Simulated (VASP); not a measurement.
# Cr (Pm-3m) in VASP: notebook

The runs below take Cr through single point, relaxation of cell and atoms, with PBEsol.

Everything below comes from runs of VASP 6.6.1. Logs are shortened: lines on timing, memory, paths and dates and some standing lists are left out, and cuts for length are marked.

**1. The cell of the first run**

It takes space group Pm-3m (No. 221, cubic). The conventional cell has a = 2.274 Å, b = 2.274 Å, c = 2.274 Å, α = 90.00°, β = 90.00°, γ = 90.00°. Within 3.0 Å of Cr (site symmetry m-3m) lie 6 Cr at 2.27 Å.

**2. Single point, PBEsol, collinear spin, ferromagnetic start**

Input file INCAR:

```
PREC = Accurate
ENCUT = 520
EDIFF = 1E-6
ISMEAR = -1
SIGMA = 0.05
LREAL = F
LASPH = T
NELM = 150
ALGO = Normal
ISIF = 2
LWAVE = F
LCHARG = F
ISPIN = 2
MAGMOM = 3
LORBIT = 11
LMAXMIX = 4
GGA = PS
NBANDS = 16
```

Input file KPOINTS:

```
regular mesh
0
Gamma
  9 9 9
```

Input file POSCAR:

```
Cr
1.0
    2.2742447969      0.0000000000      0.0000000000
    0.0000000000      2.2742447969      0.0000000000
    0.0000000000      0.0000000000      2.2742447969
Cr
1
Direct
    0.0000000000      0.0000000000      0.0000000000
```

Potentials or basis: VASP PAW PBE potentials, release 64 (Cr_pv).

The run is started by

```sh
> cat potpaw_PBE.64/Cr_pv/POTCAR > POTCAR
> mpirun -np 1 vasp_std > vasp.out
```

OUTCAR:

```text
PREC = Accurate
   ENCUT = 520
   EDIFF = 1E-6
   ISMEAR = -1
   LREAL = F
   LASPH = T
   NELM = 150
   ISIF = 2
   ISPIN = 2
   LORBIT = 11
   GGA = PS

 ion  position               nearest neighbor table
   1  0.000  0.000  0.000-

  LATTYP: Found a simple cubic cell.
 ALAT       =     2.2742447969

  Lattice vectors:

 A1 = (   2.2742447969,   0.0000000000,   0.0000000000)
 A2 = (   0.0000000000,   2.2742447969,   0.0000000000)
 A3 = (   0.0000000000,   0.0000000000,   2.2742447969)

Analysis of symmetry for initial positions (statically):
=====================================================================
 Subroutine PRICEL returns:
 Original cell was already a primitive cell.

 Routine SETGRP: Setting up the symmetry group for a
 simple cubic supercell.

 Subroutine GETGRP returns: Found 48 space group operations
 (whereof 48 operations were pure point group operations)
 out of a pool of 48 trial point group operations.

The static configuration has the point symmetry O_h .

Analysis of symmetry for dynamics (positions and initial velocities):
=====================================================================
 Subroutine PRICEL returns:
 Original cell was already a primitive cell.

 Routine SETGRP: Setting up the symmetry group for a
 simple cubic supercell.

 Subroutine GETGRP returns: Found 48 space group operations
 (whereof 48 operations were pure point group operations)
 out of a pool of 48 trial point group operations.

The dynamic configuration has the point symmetry O_h .

Analysis of structural, dynamic, and magnetic symmetry:
=====================================================================
 Subroutine PRICEL returns:
 Original cell was already a primitive cell.

 Routine SETGRP: Setting up the symmetry group for a
 simple cubic supercell.

 Subroutine GETGRP returns: Found 48 space group operations
 (whereof 48 operations were pure point group operations)
 out of a pool of 48 trial point group operations.

The overall configuration has the point symmetry O_h .

 Subroutine INISYM returns: Found 48 space group operations
 (whereof 48 operations are pure point group operations),
 and found     1 'primitive' translations

----------------------------------------------------------------------------------------

                                     Primitive cell

  volume of cell :      11.7628

  direct lattice vectors                    reciprocal lattice vectors
     2.274244797  0.000000000  0.000000000     0.439706403  0.000000000  0.000000000
     0.000000000  2.274244797  0.000000000     0.000000000  0.439706403  0.000000000
     0.000000000  0.000000000  2.274244797     0.000000000  0.000000000  0.439706403

  length of vectors
     2.274244797  2.274244797  2.274244797     0.439706403  0.439706403  0.439706403

  position of ions in fractional coordinates (direct lattice)
     0.000000000  0.000000000  0.000000000

  ion indices of the primitive-cell ions
   primitive index   ion index
                 1           1

----------------------------------------------------------------------------------------

 KPOINTS: regular mesh

Automatic generation of k-mesh.
 Grid dimensions read from file:
 generate k-points for:    9    9    9

 Generating k-lattice:

  Cartesian coordinates                     Fractional coordinates (reciprocal lattice)
     0.048856267  0.000000000  0.000000000     0.111111111  0.000000000  0.000000000
     0.000000000  0.048856267  0.000000000     0.000000000  0.111111111  0.000000000
     0.000000000  0.000000000  0.048856267     0.000000000  0.000000000  0.111111111

  Length of vectors
     0.048856267  0.048856267  0.048856267

  Shift w.r.t. Gamma in fractional coordinates (k-lattice)
     0.000000000  0.000000000  0.000000000

 Subroutine IBZKPT returns following result:
 ===========================================

 Found     35 irreducible k-points:

 Following reciprocal coordinates:
            Coordinates               Weight
  0.000000  0.000000  0.000000      1.000000
  0.111111  0.000000  0.000000      6.000000
  0.222222  0.000000  0.000000      6.000000
  0.333333  0.000000  0.000000      6.000000
  0.444444  0.000000  0.000000      6.000000
  0.111111  0.111111  0.000000     12.000000
[... 16 lines left out ...]
  0.333333  0.333333  0.111111     24.000000
  0.444444  0.333333  0.111111     48.000000
 [... further k-points ...]
   k-points           NKPTS =     35   k-points in BZ     NKDIM =     35   number of bands    NBANDS=     16
   number of dos      NEDOS =    301   number of ions     NIONS =      1
   total plane-waves  NPLWV =   5832
   dimension x,y,z NGX =    18 NGY =   18 NGZ =   18
   dimension x,y,z NGXF=    36 NGYF=   36 NGZF=   36
   ions per type =               1
   NGX,Y,Z   is equivalent  to a cutoff of  13.16, 13.16, 13.16 a.u.
   NGXF,Y,Z  is equivalent  to a cutoff of  26.32, 26.32, 26.32 a.u.
 SYSTEM =  unknown system
   PREC   = accura    normal or accurate (medium, high low for compatibility)
   ISTART =      0    job   : 0-new  1-cont  2-samecut
   ICHARG =      2    charge: 1-file 2-atom 10-const
   ISPIN  =      2    spin polarized calculation?
   LNONCOLLINEAR =      F non collinear calculations
   LSORBIT =      F    spin-orbit coupling
   LASPH  =      T    aspherical Exc in radial PAW
   ENCUT  =  520.0 eV  38.22 Ry    6.18 a.u.   4.23  4.23  4.23*2*pi/ulx,y,z
   NELM   =    150;   NELMIN=  2; NELMDL= -5     # of ELM steps
   EDIFF  = 0.1E-05   stopping-criterion for ELM
   LREAL  =      F    real-space projection
   EDIFFG = 0.1E-04   stopping-criterion for IOM
   NSW    =      0    number of steps for IOM
   IBRION =     -1    ionic relax: 0-MD 1-quasi-New 2-CG
   NFREE  =      0    steps in history (QN), initial steepest desc. (CG)
   ISIF   =      2    stress and relaxation
   ISYM   =      2    0-nonsym 1-usesym 2-fastsym
   POTIM  = 0.5000    time-step for ionic-motion
   TEBEG  =    0.0;   TEEND  =   0.0 temperature during run
   PSTRESS=    0.0 pullay stress
   NELECT =      12.0000    total number of electrons
   NUPDOWN=      -1.0000    fix difference up-down
   EMIN   =  10.00;   EMAX   =-10.00  energy-range for DOS
   EFERMI =   0.00;   METHOD = LEGACY
   ISMEAR =    -1;   SIGMA  =   0.05  broadening in eV -4-tet -1-fermi 0-gaus
   EFERMI_NEDOS =   21; number of points for ismear=-14 and -15
   IALGO  =     38    algorithm
   IMIX   =      4    mixing-type and parameters
     AMIX     =   0.40;   BMIX     =  1.00
     AMIX_MAG =   1.60;   BMIX_MAG =  1.00
  volume/ion in A,a.u.               =      11.76        79.38
  Fermi-wavevector in a.u.,A,eV,Ry     =   1.648028  3.114322 36.953393  2.715998
  Thomas-Fermi vector in A             =   2.737387
   LORBIT       =     11    0 simple, 1 ext, 2 COOP (PROOUT), +10 PAW based schemes
   GGA     = PS    functional components
   LHFCALC =     F    Hartree Fock is set to
   AEXX    =    0.0000 exact exchange contribution
   IVDW    =     0    specifies the selected vdW correction
   LEPSILON=     F    determine dielectric tensor
   LRPA    =     F    only Hartree local field effects (RPA)
 spin polarized calculation
  energy-cutoff  :      520.00
  volume of cell :       11.76
 maximum number of plane-waves:       324
 NGX is ok and might be reduce to    18
   NGX =  9   NGY =  9   NGZ =  9

 number of electron      11.9999988 magnetization       0.0000947

 Free energy of the ion-electron system (eV)
  ---------------------------------------------------
  ext. energy  EPLUGINS =         0.00000000
  ---------------------------------------------------
  free energy    TOTEN  =        -9.16563626 eV

  energy without entropy =       -9.15312392  energy(sigma->0) =       -9.15938009

 E-fermi :  10.7185     XC(G=0): -13.5983

 val. band max:       10.7040108533   @ k =   0.4444   0.1111   0.1111
 cond. band min:      10.8196546987   @ k =   0.3333   0.3333   0.2222
 fundamental gap:      0.1156438454
 Fermi energy:        10.7185461835

 spin component 1

 k-point     1 :       0.0000    0.0000    0.0000
  band No.  band energies     occupation
      1     -31.6142      1.00000
      2     -31.6142      1.00000
      3     -31.6142      1.00000
      4       2.9719      1.00000
      5       7.1131      1.00000
      6       7.1131      1.00000
[... 8 lines left out ...]
     15      36.6124      0.00000
     16      40.8843      0.00000

 k-point     2 :       0.1111    0.0000    0.0000
  band No.  band energies     occupation
      1     -31.7778      1.00000
      2     -31.6002      1.00000
      3     -31.6002      1.00000
      4       3.3893      1.00000
      5       7.2067      1.00000
      6       7.4390      1.00000
[... 8 lines left out ...]
     15      38.0217      0.00000
     16      43.0159      0.00000

 k-point     3 :       0.2222    0.0000    0.0000
  band No.  band energies     occupation
      1     -32.1822      1.00000
      2     -31.5646      1.00000
      3     -31.5646      1.00000
      4       4.5031      1.00000
      5       7.4513      1.00000
      6       8.3152      1.00000
[... 8 lines left out ...]
     15      38.3957      0.00000
     16      47.3795      0.00000

 k-point     4 :       0.3333    0.0000    0.0000
  band No.  band energies     occupation
      1     -32.6264      1.00000
      2     -31.5240      1.00000
      3     -31.5240      1.00000
      4       5.9665      1.00000
      5       7.7438      1.00000
      6       9.3548      1.00000
[... 8 lines left out ...]
     15      38.0302      0.00000
     16      45.6926      0.00000
[... 324 lines left out ...]
 k-point    22 :       0.4444    0.2222    0.1111
  band No.  band energies     occupation
      1     -32.8024      1.00000
      2     -32.0121      1.00000
      3     -31.5994      1.00000
      4       7.3250      1.00000
      5       8.6955      1.00000
      6       9.9543      1.00000
[... 8 lines left out ...]
     15      39.3451      0.00000
     16      43.6087      0.00000

 k-point    23 :       0.3333    0.3333    0.1111
  band No.  band energies     occupation
      1     -32.4847      1.00000
      2     -32.4498      1.00000
      3     -31.5858      1.00000
      4       6.6868      1.00000
      5       8.7741      1.00000
      6      10.9374      0.01241
[... 8 lines left out ...]
     15      41.2182      0.00000
     16      43.2139      0.00000

 k-point    24 :       0.4444    0.3333    0.1111
  band No.  band energies     occupation
      1     -32.7347      1.00000
      2     -32.4262      1.00000
      3     -31.5584      1.00000
      4       6.4008      1.00000
      5       9.0444      1.00000
      6      10.7029      0.57756
[... 8 lines left out ...]
     15      39.8443      0.00000
     16      42.0097      0.00000

 [... further k-points ...]

 spin component 2

 k-point     1 :       0.0000    0.0000    0.0000
  band No.  band energies     occupation
      1     -31.6141      1.00000
      2     -31.6141      1.00000
      3     -31.6141      1.00000
      4       2.9720      1.00000
      5       7.1131      1.00000
      6       7.1131      1.00000
[... 8 lines left out ...]
     15      36.6124      0.00000
     16      40.8843      0.00000

 k-point     2 :       0.1111    0.0000    0.0000
  band No.  band energies     occupation
      1     -31.7777      1.00000
      2     -31.6001      1.00000
      3     -31.6001      1.00000
      4       3.3893      1.00000
      5       7.2068      1.00000
      6       7.4390      1.00000
[... 8 lines left out ...]
     15      38.0217      0.00000
     16      43.0160      0.00000

 k-point     3 :       0.2222    0.0000    0.0000
  band No.  band energies     occupation
      1     -32.1821      1.00000
      2     -31.5645      1.00000
      3     -31.5645      1.00000
      4       4.5031      1.00000
      5       7.4514      1.00000
      6       8.3152      1.00000
[... 8 lines left out ...]
     15      38.3957      0.00000
     16      47.3795      0.00000

 k-point     4 :       0.3333    0.0000    0.0000
  band No.  band energies     occupation
      1     -32.6263      1.00000
      2     -31.5239      1.00000
      3     -31.5239      1.00000
      4       5.9665      1.00000
      5       7.7438      1.00000
      6       9.3548      1.00000
[... 8 lines left out ...]
     15      38.0302      0.00000
     16      45.6926      0.00000
[... 324 lines left out ...]
 k-point    22 :       0.4444    0.2222    0.1111
  band No.  band energies     occupation
      1     -32.8023      1.00000
      2     -32.0120      1.00000
      3     -31.5993      1.00000
      4       7.3250      1.00000
      5       8.6955      1.00000
      6       9.9543      1.00000
[... 8 lines left out ...]
     15      39.3451      0.00000
     16      43.6088      0.00000

 k-point    23 :       0.3333    0.3333    0.1111
  band No.  band energies     occupation
      1     -32.4846      1.00000
      2     -32.4497      1.00000
      3     -31.5857      1.00000
      4       6.6869      1.00000
      5       8.7741      1.00000
      6      10.9374      0.01239
[... 8 lines left out ...]
     15      41.2182      0.00000
     16      43.2140      0.00000

 k-point    24 :       0.4444    0.3333    0.1111
  band No.  band energies     occupation
      1     -32.7346      1.00000
      2     -32.4261      1.00000
      3     -31.5583      1.00000
      4       6.4009      1.00000
      5       9.0445      1.00000
      6      10.7030      0.57709
[... 8 lines left out ...]
     15      39.8443      0.00000
     16      42.0097      0.00000

 [... further k-points ...]

------------------------ aborting loop because EDIFF is reached ----------------------------------------

  FORCE on cell =-STRESS in cart. coord.  units (eV):
  Direction    XX          YY          ZZ          XY          YZ          ZX
  --------------------------------------------------------------------------------------
  -------------------------------------------------------------------------------------
  Total        0.7328291      0.7328291      0.7328291      0.0000000      0.0000000      0.0000000
  in kB       99.8163488     99.8163488     99.8163488      0.0000000      0.0000000      0.0000000
  external PRESSURE =      99.8163488 kB  Pullay stress =       0.0000000 kB

 VOLUME and BASIS-vectors are now :
 -----------------------------------------------------------------------------
  energy-cutoff  :      520.00
  volume of cell :       11.76
      direct lattice vectors                 reciprocal lattice vectors
     2.274244797  0.000000000  0.000000000     0.439706403  0.000000000  0.000000000
     0.000000000  2.274244797  0.000000000     0.000000000  0.439706403  0.000000000
     0.000000000  0.000000000  2.274244797     0.000000000  0.000000000  0.439706403

 POSITION                                       TOTAL-FORCE (eV/Angst)
 -----------------------------------------------------------------------------------
      0.00000      0.00000      0.00000         0.000000      0.000000      0.000000
 -----------------------------------------------------------------------------------
    total drift:                                0.000000      0.000000      0.000000

  FREE ENERGIE OF THE ION-ELECTRON SYSTEM (eV)
  ---------------------------------------------------
  free  energy   TOTEN  =        -9.1656362584 eV

  energy  without entropy=       -9.1531239178  energy(sigma->0) =       -9.15938009

 total charge

# of ion       s       p       d       tot
------------------------------------------
    1        0.457   6.338   4.457  11.252

 magnetization (x)

# of ion       s       p       d       tot
------------------------------------------
    1       -0.000   0.000   0.000   0.000
```

It took 6.7 s on 1 thread of Intel Xeon 6975P-C (Granite Rapids), shared host; peak memory 0.13 GiB.

Results:

```yaml
Free_energy: -9.1656 eV
Pressure: 10.0 GPa
Band_gap_on_the_k_mesh: zero (filled and empty bands overlap)
Net_moment: 0.00 μB per cell
Valence_electrons_inside_the_program's_atomic_spheres: Cr 11.25
```

Caveat: the starting moments collapsed, and a magnetic state may lie lower; the PAW data sets were made with another functional, which shifts forces and pressure a little.

[end of part 1 of 2]
